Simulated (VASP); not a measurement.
# BeS (I-4m2) in VASP: a series of runs

The runs below take BeS through single point, with r2SCAN.

Program: VASP 6.6.1. These are calculated values, not measurements. Logs are shortened: lines on timing, memory, paths and dates and some standing lists are left out, and cuts for length are marked.

## 1. The cell of the first run

Symmetry: I-4m2, No. 119, tetragonal system. Conventional cell: a = 3.374 Å, b = 3.374 Å, c = 4.943 Å, α = 90.00°, β = 90.00°, γ = 90.00°. Within 2.8 Å of Be (site symmetry -4m2) lie 4 S at 2.09 Å. S (site symmetry -4m2) has 4 Be at 2.09 Å within 2.8 Å.

## 2. Single point, r2SCAN (epitaxial xy strain -2.0%)

File POSCAR:

```
BeS
1.0
    0.0000000000      2.3856201057      2.4713416898
    2.3856201057      0.0000000000      2.4713416898
    2.3856201057      2.3856201057      0.0000000000
Be S
1 1
Direct
    0.0000000000      0.0000000000      0.0000000000
    0.2500000000      0.2500000000      0.2500000000
```

File INCAR.step1:

```
SYSTEM = BeS
PREC = Accurate ; ENCUT = 520
ISMEAR = 0 ; SIGMA = 0.01
LREAL = .FALSE. ; LASPH = .TRUE.
NELM = 60 ; NBANDS = 11
GGA = PE ; ALGO = Normal
EDIFF = 1E-4 ; LWAVE = .TRUE.
LCHARG = .FALSE.
```

File INCAR.step2:

```
SYSTEM = BeS
PREC = Accurate ; ENCUT = 520
EDIFF = 1E-7 ; ISMEAR = 0
SIGMA = 0.01 ; LREAL = .FALSE.
LASPH = .TRUE. ; NELM = 60
ALGO = Normal ; ISIF = 2
LWAVE = .FALSE. ; LCHARG = .FALSE.
METAGGA = R2SCAN ; LMIXTAU = .TRUE.
NBANDS = 11 ; ISTART = 1
```

File KPOINTS:

```
Automatic mesh
0
G
  10 10 10
  0 0 0
```

Potentials or basis: VASP PAW PBE potentials, release 64 (Be, S).

Started as:

```
$ cat potpaw_PBE.64/Be/POTCAR potpaw_PBE.64/S/POTCAR > POTCAR
$ cp INCAR.step1 INCAR
$ mpirun -np 1 vasp_std > vasp.out
$ cp INCAR.step2 INCAR
$ mpirun -np 1 vasp_std > vasp.out
```

OUTCAR:

```text
SYSTEM = BeS
   PREC = Accurate
   ENCUT = 520
   EDIFF = 1E-7
   ISMEAR = 0
   LREAL = .FALSE.
   LASPH = .TRUE.
   NELM = 60
   ISIF = 2
   METAGGA = R2SCAN
   ISTART = 1

 ion  position               nearest neighbor table
   1  0.000  0.000  0.000-   2 2.09   2 2.09   2 2.09   2 2.09
   2  0.250  0.250  0.250-   1 2.09   1 2.09   1 2.09   1 2.09

  LATTYP: Found a body centered tetragonal cell.
 ALAT       =     3.3737763082
 C/A-ratio  =     1.4650299629

  Lattice vectors:

 A1 = (  -2.3856201057,   0.0000000000,   2.4713416898)
 A2 = (   2.3856201057,   0.0000000000,   2.4713416898)
 A3 = (   0.0000000000,   2.3856201057,  -2.4713416898)

Analysis of symmetry for initial positions (statically):
=====================================================================
 Subroutine PRICEL returns:
 Original cell was already a primitive cell.

 Routine SETGRP: Setting up the symmetry group for a
 body centered tetragonal supercell.

 Subroutine GETGRP returns: Found  8 space group operations
 (whereof  8 operations were pure point group operations)
 out of a pool of 16 trial point group operations.

The static configuration has the point symmetry D_2d.

Analysis of symmetry for dynamics (positions and initial velocities):
=====================================================================
 Subroutine PRICEL returns:
 Original cell was already a primitive cell.

 Routine SETGRP: Setting up the symmetry group for a
 body centered tetragonal supercell.

 Subroutine GETGRP returns: Found  8 space group operations
 (whereof  8 operations were pure point group operations)
 out of a pool of 16 trial point group operations.

The dynamic configuration has the point symmetry D_2d.

 Subroutine INISYM returns: Found  8 space group operations
 (whereof  8 operations are pure point group operations),
 and found     1 'primitive' translations

----------------------------------------------------------------------------------------

                                     Primitive cell

  volume of cell :      28.1297

  direct lattice vectors                    reciprocal lattice vectors
     0.000000000  2.385620106  2.471341690    -0.209589112  0.209589112  0.202319251
     2.385620106  0.000000000  2.471341690     0.209589112 -0.209589112  0.202319251
     2.385620106  2.385620106  0.000000000     0.209589112  0.209589112 -0.202319251

  length of vectors
     3.434925478  3.434925478  3.373776308     0.358870828  0.358870828  0.358870828

  position of ions in fractional coordinates (direct lattice)
     0.000000000  0.000000000  0.000000000
[... 89 lines left out ...]
   NELECT =       8.0000    total number of electrons
   NUPDOWN=      -1.0000    fix difference up-down
   EMIN   =  10.00;   EMAX   =-10.00  energy-range for DOS
   EFERMI =   0.00;   METHOD = LEGACY
   ISMEAR =     0;   SIGMA  =   0.01  broadening in eV -4-tet -1-fermi 0-gaus
   EFERMI_NEDOS =   21; number of points for ismear=-14 and -15
   IALGO  =     38    algorithm
   IMIX   =      4    mixing-type and parameters
     AMIX     =   0.40;   BMIX     =  1.00
     AMIX_MAG =   1.60;   BMIX_MAG =  1.00
  volume/ion in A,a.u.               =      14.06        94.91
  Fermi-wavevector in a.u.,A,eV,Ry     =   1.076588  2.034457 15.769732  1.159043
  Thomas-Fermi vector in A             =   2.212477
   LORBIT       =      0    0 simple, 1 ext, 2 COOP (PROOUT), +10 PAW based schemes
   METAGGA = R2SCAN    functional components
   LHFCALC =     F    Hartree Fock is set to
   AEXX    =    0.0000 exact exchange contribution
   IVDW    =     0    specifies the selected vdW correction
   LEPSILON=     F    determine dielectric tensor
   LRPA    =     F    only Hartree local field effects (RPA)
 non-spin polarized calculation
 Gauss-broadening in eV      SIGMA  =   0.01
  energy-cutoff  :      520.00
  volume of cell :       28.13
 maximum number of plane-waves:       776
 NGX is ok and might be reduce to    28
   NGX = 13   NGY = 13   NGZ = 13

 number of electron       8.0000000 magnetization

 Free energy of the ion-electron system (eV)
  ---------------------------------------------------
  ext. energy  EPLUGINS =         0.00000000
  ---------------------------------------------------
  free energy    TOTEN  =       -14.77184664 eV

  energy without entropy =      -14.77184664  energy(sigma->0) =      -14.77184664

 E-fermi :   4.3345     XC(G=0): -10.2442

 val. band max:        4.1855355132   @ k =   0.0000   0.0000   0.0000
 cond. band min:       7.5628364254   @ k =   0.5000   0.0000   0.5000
 fundamental gap:      3.3773009123
 Fermi energy:         4.3345038896

 k-point     1 :       0.0000    0.0000    0.0000
  band No.  band energies     occupation
      1     -10.2793      2.00000
      2       3.9724      2.00000
      3       4.1855      2.00000
      4       4.1855      2.00000
      5      10.3601      0.00000
      6      10.3601      0.00000
      7      10.3967      0.00000
      8      10.9213      0.00000
      9      17.1238      0.00000
     10      17.9761      0.00000
     11      20.1434      0.00000
[... 309 lines left out ...]
 k-point    24 :       0.4000    0.3000    0.0000
  band No.  band energies     occupation
      1      -8.6573      2.00000
      2      -0.3360      2.00000
      3       1.6595      2.00000
      4       2.0128      2.00000
      5       8.8359      0.00000
      6      10.6464      0.00000
      7      15.1239      0.00000
      8      15.3194      0.00000
      9      18.8657      0.00000
     10      20.4123      0.00000
     11      22.0351      0.00000

 [... further k-points ...]

------------------------ aborting loop because EDIFF is reached ----------------------------------------

  FORCE on cell =-STRESS in cart. coord.  units (eV):
  Direction    XX          YY          ZZ          XY          YZ          ZX
  --------------------------------------------------------------------------------------
  -------------------------------------------------------------------------------------
  Total        0.7246724      0.7246724      0.0562665      0.0000000      0.0000000      0.0000000
  in kB       41.2749891     41.2749891      3.2047577      0.0000000      0.0000000      0.0000000
  external PRESSURE =      28.5849119 kB  Pullay stress =       0.0000000 kB

 VOLUME and BASIS-vectors are now :
 -----------------------------------------------------------------------------
  energy-cutoff  :      520.00
  volume of cell :       28.13
      direct lattice vectors                 reciprocal lattice vectors
     0.000000000  2.385620106  2.471341690    -0.209589112  0.209589112  0.202319251
     2.385620106  0.000000000  2.471341690     0.209589112 -0.209589112  0.202319251
     2.385620106  2.385620106  0.000000000     0.209589112  0.209589112 -0.202319251

 POSITION                                       TOTAL-FORCE (eV/Angst)
 -----------------------------------------------------------------------------------
      0.00000      0.00000      0.00000        -0.000000     -0.000000      0.000000
      1.19281      1.19281      1.23567         0.000000      0.000000     -0.000000
 -----------------------------------------------------------------------------------
    total drift:                                0.000000      0.000000      0.000000

  FREE ENERGIE OF THE ION-ELECTRON SYSTEM (eV)
  ---------------------------------------------------
  free  energy   TOTEN  =       -14.7718466424 eV

  energy  without entropy=      -14.7718466424  energy(sigma->0) =      -14.77184664
```

OUTCAR.step1:

```text
SYSTEM = BeS
   PREC = Accurate
   ENCUT = 520
   ISMEAR = 0
   LREAL = .FALSE.
   LASPH = .TRUE.
[... 559 lines left out ...]
      0.00000      0.00000      0.00000         0.000000      0.000000      0.000000
      1.19281      1.19281      1.23567        -0.000000     -0.000000      0.000000
 -----------------------------------------------------------------------------------
    total drift:                               -0.000000     -0.000000     -0.000000

  FREE ENERGIE OF THE ION-ELECTRON SYSTEM (eV)
  ---------------------------------------------------
  free  energy   TOTEN  =        -9.9981069516 eV

  energy  without entropy=       -9.9981069516  energy(sigma->0) =       -9.99810695
```

It took 90 s on 1 thread of Intel Xeon Platinum 8559C (Emerald Rapids), shared host; peak memory 0.17 GiB.

Results:

```yaml
Free_energy: -14.7718 eV
Pressure: 2.9 GPa
Band_gap_on_the_k_mesh: 3.38 eV, indirect (least direct gap 6.17 eV)
```

Caveat: the cell differs from its parent crystal (epitaxial xy strain -2.0%); the PAW data sets were made with another functional, which shifts forces and pressure a little. A k mesh can miss the band edges.

## 3. Single point, r2SCAN (epitaxial xy strain -1.0%)

File POSCAR:

```
BeS
1.0
    0.0000000000      2.4099631680      2.4530041424
    2.4099631680      0.0000000000      2.4530041424
    2.4099631680      2.4099631680      0.0000000000
Be S
1 1
Direct
    0.0000000000      0.0000000000      0.0000000000
    0.2500000000      0.2500000000      0.2500000000
```

File INCAR.step1:

```
PREC = Accurate
ENCUT = 520
ISMEAR = 0
SIGMA = 0.01
LREAL = False
LASPH = True
NELM = 80
NBANDS = 11
GGA = PE
ALGO = Normal
EDIFF = 1E-4
LWAVE = True
LCHARG = False
```

File INCAR.step2:

```
PREC = Accurate
ENCUT = 520
EDIFF = 1E-6
ISMEAR = 0
SIGMA = 0.01
LREAL = False
LASPH = True
NELM = 80
ALGO = Normal
ISIF = 2
LWAVE = False
LCHARG = True
METAGGA = R2SCAN
LMIXTAU = True
LELF = True
LVHAR = True
NBANDS = 11
ISTART = 1
```

File KPOINTS:

```
regular mesh
0
Gamma
  10 10 10
```

Potentials or basis: VASP PAW PBE potentials, release 64 (Be, S).

Started as:

```
$ cat potpaw_PBE.64/Be/POTCAR potpaw_PBE.64/S/POTCAR > POTCAR
$ cp INCAR.step1 INCAR
$ mpirun -np 1 vasp_std > vasp.out
$ cp INCAR.step2 INCAR
$ mpirun -np 1 vasp_std > vasp.out
```

Wall time 77 s (1 thread of Intel Xeon Platinum 8559C (Emerald Rapids), shared host); peak memory 0.17 GiB.

It converged, with:

* Free energy: -14.7827 eV
* Pressure: 1.5 GPa
* Band gap on the k mesh: 3.49 eV, indirect (least direct gap 6.22 eV)

Stress tensor (GPa, compression positive):
```
2.13 0.00 0.00
0.00 2.13 0.00
0.00 0.00 0.30
```

Levels at points of the mesh, in eV from the valence-band top:
```tsv
k point	band 2	band 3	band 4	band 5	band 6	band 7
(0.00, 0.00, 0.00)	-0.10	0.00	0.00	6.22	6.22	6.24
(0.50, 0.00, 0.00)	-6.00	-1.18	-1.01	6.04	7.05	7.19
(0.50, 0.50, 0.00)	-5.31	-2.65	-2.65	3.63	5.46	13.84
(0.50, 0.00, 0.50)	-5.19	-2.82	-2.78	3.49	5.29	13.75
```

Caveat: the cell differs from its parent crystal (epitaxial xy strain -1.0%); the PAW data sets were made with another functional, which shifts forces and pressure a little.
